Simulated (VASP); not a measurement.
# MgS (zincblende type) (F-43m) in VASP: further runs, part 2 of 2

VASP 6.6.1. Earlier steps stand in the parts before.

### 4 Electric field gradients, PBE (volume scaled by 0.975)

File INCAR:

```
SYSTEM = MgS
ALGO = Normal
EDIFF = 1E-8
ENCUT = 520
GGA = PE
ISIF = 2
ISMEAR = -1
LASPH = .True.
LCHARG = .False.
LEFG = .True.
LREAL = .False.
LWAVE = .False.
NBANDS = 11
NELM = 60
PREC = Accurate
SIGMA = 0.05
```

File KPOINTS:

```
k-points
0
Gamma
  13 13 13
  0 0 0
```

File POSCAR:

```
MgS
1.0
    0.0000000000      2.8244375199      2.8244375199
    2.8244375199      0.0000000000      2.8244375199
    2.8244375199      2.8244375199      0.0000000000
Mg S
1 1
Direct
    0.0000000000      0.0000000000      0.0000000000
    0.2500000000      0.2500000000      0.2500000000
```

Potentials or basis: VASP PAW PBE potentials, release 64 (Mg, S).

Started as:

```console
$ cat potpaw_PBE.64/Mg/POTCAR potpaw_PBE.64/S/POTCAR > POTCAR
$ mpirun -np 1 vasp_std > vasp.out
```

OUTCAR:

```text
SYSTEM = MgS
   EDIFF = 1E-8
   ENCUT = 520
   GGA = PE
   ISIF = 2
   ISMEAR = -1
   LASPH = .True.
   LREAL = .False.
   NELM = 60
   PREC = Accurate

 ion  position               nearest neighbor table
   1  0.000  0.000  0.000-   2 2.45   2 2.45   2 2.45   2 2.45
   2  0.250  0.250  0.250-   1 2.45   1 2.45   1 2.45   1 2.45

  LATTYP: Found a face centered cubic cell.
 ALAT       =     5.6488750398

  Lattice vectors:

 A1 = (   0.0000000000,   2.8244375199,   2.8244375199)
 A2 = (   2.8244375199,   0.0000000000,   2.8244375199)
 A3 = (   2.8244375199,   2.8244375199,   0.0000000000)

Analysis of symmetry for initial positions (statically):
=====================================================================
 Subroutine PRICEL returns:
 Original cell was already a primitive cell.

 Routine SETGRP: Setting up the symmetry group for a
 face centered cubic supercell.

 Subroutine GETGRP returns: Found 24 space group operations
 (whereof 24 operations were pure point group operations)
 out of a pool of 48 trial point group operations.

The static configuration has the point symmetry T_d .

Analysis of symmetry for dynamics (positions and initial velocities):
=====================================================================
 Subroutine PRICEL returns:
 Original cell was already a primitive cell.

 Routine SETGRP: Setting up the symmetry group for a
 face centered cubic supercell.

 Subroutine GETGRP returns: Found 24 space group operations
 (whereof 24 operations were pure point group operations)
 out of a pool of 48 trial point group operations.

The dynamic configuration has the point symmetry T_d .

[... 479 lines left out ...]
      3       0.3039      2.00000
      4       0.5849      2.00000
      5       6.7678      0.00000
      6       7.9871      0.00000
      7       9.5282      0.00000
      8       9.6404      0.00000
      9      12.6123      0.00000
     10      14.4823      0.00000
     11      14.9044      0.00000

 [... further k-points ...]

------------------------ aborting loop because EDIFF is reached ----------------------------------------

  FORCE on cell =-STRESS in cart. coord.  units (eV):
  Direction    XX          YY          ZZ          XY          YZ          ZX
  --------------------------------------------------------------------------------------
  -------------------------------------------------------------------------------------
  Total        0.3782229      0.3782229      0.3782229      0.0000000      0.0000000      0.0000000
  in kB       13.4472186     13.4472186     13.4472186      0.0000000      0.0000000      0.0000000
  external PRESSURE =      13.4472186 kB  Pullay stress =       0.0000000 kB

 VOLUME and BASIS-vectors are now :
 -----------------------------------------------------------------------------
  energy-cutoff  :      520.00
  volume of cell :       45.06
      direct lattice vectors                 reciprocal lattice vectors
     0.000000000  2.824437520  2.824437520    -0.177026398  0.177026398  0.177026398
     2.824437520  0.000000000  2.824437520     0.177026398 -0.177026398  0.177026398
     2.824437520  2.824437520  0.000000000     0.177026398  0.177026398 -0.177026398

 POSITION                                       TOTAL-FORCE (eV/Angst)
 -----------------------------------------------------------------------------------
      0.00000      0.00000      0.00000        -0.000000     -0.000000     -0.000000
      1.41222      1.41222      1.41222         0.000000      0.000000      0.000000
 -----------------------------------------------------------------------------------
    total drift:                                0.000000      0.000000      0.000000

  FREE ENERGIE OF THE ION-ELECTRON SYSTEM (eV)
  ---------------------------------------------------
  free  energy   TOTEN  =        -8.4684396347 eV

  energy  without entropy=       -8.4684396347  energy(sigma->0) =       -8.46843963

 Electric field gradients (V/A^2)
---------------------------------------------------------------------
 ion       V_xx      V_yy      V_zz      V_xy      V_xz      V_yz
---------------------------------------------------------------------
   1      -0.000     0.000     0.000    -0.000    -0.000    -0.000
   2      -0.000    -0.000     0.000    -0.000    -0.000    -0.000
---------------------------------------------------------------------

 Electric field gradients after diagonalization (V/A^2)
 (convention: |V_zz| > |V_xx| > |V_yy|)
----------------------------------------------------------------------
 ion       V_xx      V_yy      V_zz     asymmetry (V_yy - V_xx)/ V_zz
----------------------------------------------------------------------
   1       0.000     0.000    -0.000       0.000
   2       0.000     0.000    -0.001       0.000
----------------------------------------------------------------------

           NMR quadrupolar parameters

 Cq : quadrupolar parameter    Cq=e*Q*V_zz/h
 eta: asymmetry parameters     (V_yy - V_xx)/ V_zz
 Q  : nuclear electric quadrupole moment in mb (millibarn)
----------------------------------------------------------------------
 ion       Cq(MHz)       eta       Q (mb)
----------------------------------------------------------------------
   1      -0.000       0.000       1.000
   2      -0.000       0.000       1.000
----------------------------------------------------------------------
```

OSZICAR:

```text
N       E                     dE             d eps       ncg     rms          rms(c)
DAV:   1     0.237034098957E+02    0.23703E+02   -0.33565E+03  1904   0.571E+02
DAV:   2    -0.720059117855E+01   -0.30904E+02   -0.29488E+02  2276   0.993E+01
DAV:   3    -0.897016298035E+01   -0.17696E+01   -0.17665E+01  2312   0.256E+01
DAV:   4    -0.898444509895E+01   -0.14282E-01   -0.14281E-01  2235   0.277E+00
DAV:   5    -0.898461887230E+01   -0.17377E-03   -0.17377E-03  2327   0.298E-01    0.406E+00
DAV:   6    -0.849628068754E+01    0.48834E+00   -0.12182E+00  2065   0.411E+00    0.312E+00
DAV:   7    -0.846151462150E+01    0.34766E-01   -0.27069E-01  2229   0.212E+00    0.244E+00
DAV:   8    -0.846910314082E+01   -0.75885E-02   -0.23335E-02  2088   0.921E-01    0.137E+00
DAV:   9    -0.846822906367E+01    0.87408E-03   -0.24209E-03  2063   0.244E-01    0.438E-01
DAV:  10    -0.846843295770E+01   -0.20389E-03   -0.66825E-04  2109   0.121E-01    0.909E-02
DAV:  11    -0.846843827590E+01   -0.53182E-05   -0.55390E-05  2232   0.304E-02    0.550E-02
DAV:  12    -0.846843963633E+01   -0.13604E-05   -0.69521E-06  2145   0.131E-02    0.626E-03
DAV:  13    -0.846843962719E+01    0.91458E-08   -0.30140E-07  2244   0.278E-03    0.116E-03
DAV:  14    -0.846843963468E+01   -0.74970E-08   -0.14552E-08  2208   0.678E-04
   1 F= -.84684396E+01 E0= -.84684396E+01  d E =-.295526E-10
```

stdout:

```text
POSCAR found type information on POSCAR MgS
 POSCAR found :  2 types and       2 ions
 scaLAPACK will be used
 LDA part: xc-table for (Slater+PW92), standard interpolation
 POSCAR, INCAR and KPOINTS ok, starting setup
 FFT: planning ... GRIDC
 FFT: planning ... GRID_SOFT
 FFT: planning ... GRID
 WAVECAR not read
 entering main loop
ion   1

ion   2
```

It took 34 s on 1 thread of Intel Xeon Platinum 8259CL at 2.50GHz (Skylake/Cascade Lake), shared host; peak memory 0.19 GiB.

Results:

| Quantity | Value |
| --- | --- |
| Free energy | -8.4684 eV |
| Pressure | 1.3 GPa |
| Band gap on the k mesh | 3.49 eV, direct |

Levels at points of the mesh, in eV from the valence-band top:
| k point | band 1 | band 2 | band 3 | band 4 | band 5 | band 6 | band 7 | band 8 | band 9 |
| --- | --- | --- | --- | --- | --- | --- | --- | --- | --- |
| (0.00, 0.00, 0.00) | -11.29 | 0.00 | 0.00 | 0.00 | 3.49 | 7.97 | 7.97 | 7.97 | 10.85 |

Caveat: without QUAD_EFG the Cq values of the log hold for a quadrupole moment of 1 mb, not for the nuclei. A k mesh can miss the band edges.
